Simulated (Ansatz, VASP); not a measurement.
## BN in VASP and in Ansatz

```
B N
1.0
     0.00000    1.80488    1.80488
     1.80488    0.00000    1.80488
     1.80488    1.80488    0.00000
B N
1 1
Cartesian
  0.0000 0.0000 0.0000
  2.7073 2.7073 2.7073
```

Change from the starting cell: atom 1 moved 0.30 Å; relaxed back.

Alike in both runs: functional r2SCAN; k mesh 10 × 10 × 10; occupations gaussian, width 0.05 eV; no spin polarisation.

Ansatz relaxed the structure, and its values are those at the end. VASP's run is a single point on that final structure, the one shown.

|  | VASP | Ansatz |
| --- | --- | --- |
| version | VASP 6.6.1 | Ansatz 0.2.0 |
| potentials or method | VASP PAW PBE potentials, release 64 (B, N), cutoff 520 eV | scalar-relativistic, plane waves, PAW |
| valence electrons in the cell | 8 | 8 |

|  | VASP | Ansatz | Ansatz less VASP |
| --- | --- | --- | --- |
| gap on the k mesh at the Fermi level (eV) | 4.98 | 5.00 | +0.021 |
| least direct gap on the mesh (eV) | 9.55 | 9.59 | +0.039 |
| pressure (GPa) | 1.1 | 0.0 | -1.12 |

VASP's potentials were made for PBE, not for r2SCAN.
